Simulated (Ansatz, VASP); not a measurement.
## Ag: VASP beside Ansatz

Contents of INCAR:

```
SYSTEM = Ag
ALGO = Fast
EDIFF = 1E-6
ENCUT = 520
GGA = PS
ISIF = 2
ISMEAR = 0
LASPH = .True.
LCHARG = .False.
LREAL = .False.
LWAVE = .False.
NBANDS = 12
NELM = 60
PREC = Accurate
SIGMA = 0.15
```

Contents of KPOINTS:

```
k-points
0
Gamma
  20 20 20
  0 0 0
```

Contents of POSCAR:

```
Ag
1.0
   -1.5894278400      1.5894278400      1.7881063200
    1.5894278400     -1.5894278400      1.7881063200
    1.5894278400      1.5894278400     -1.7881063200
Ag
1
Direct
    0.0000000000      0.0000000000      0.0000000000
```

Input for Ansatz:

```yaml
crystal:
  lattice:
    - [-1.58942784, 1.58942784, 1.78810632]
    - [1.58942784, -1.58942784, 1.78810632]
    - [1.58942784, 1.58942784, -1.78810632]
  atoms:
    - { symbol: Ag, position: [0.0, 0.0, 0.0] }
basis:
  ecutwfc: 420
kpoints:
  mp_grid: { grid: [20, 20, 20] }
hamiltonian:
  xc: pbesol
scf:
  occupations: { method: gaussian, width: 0.15 }
output:
  forces: true
  stress: true
  eigenvalues: true
```

Change from the starting cell: strain -0.040 along x and y, +0.080 along z, atoms carried along.

Alike in both runs: task single point; functional PBEsol; k mesh 20 × 20 × 20; occupations gaussian, width 0.15 eV; no spin polarisation.

|  | VASP | Ansatz |
| --- | --- | --- |
| version | VASP 6.6.1 | Ansatz 0.2.0 |
| potentials or method | VASP PAW PBE potentials, release 64 (Ag), cutoff 520 eV | scalar-relativistic, plane waves, PAW |
| valence electrons in the cell | 11 | 19 |

|  | VASP | Ansatz | Ansatz less VASP |
| --- | --- | --- | --- |
| gap on the k mesh at the Fermi level (eV) | none | none | - |
| pressure (GPa) | -7.1 | -7.0 | +0.05 |
| traceless stress, the component that is largest in VASP (GPa) | 1.02 | 1.03 | +0.006 |

VASP's potentials were made for PBE, not for PBEsol. A gap of «none» marks a metal or a gap that the smearing closes. With one functional, cell and mesh, what is left measures potentials, basis and numerics. VASP's potentials hold 11 valence electrons a cell and Ansatz's 19, so a difference there can come from the potentials and not from the codes.
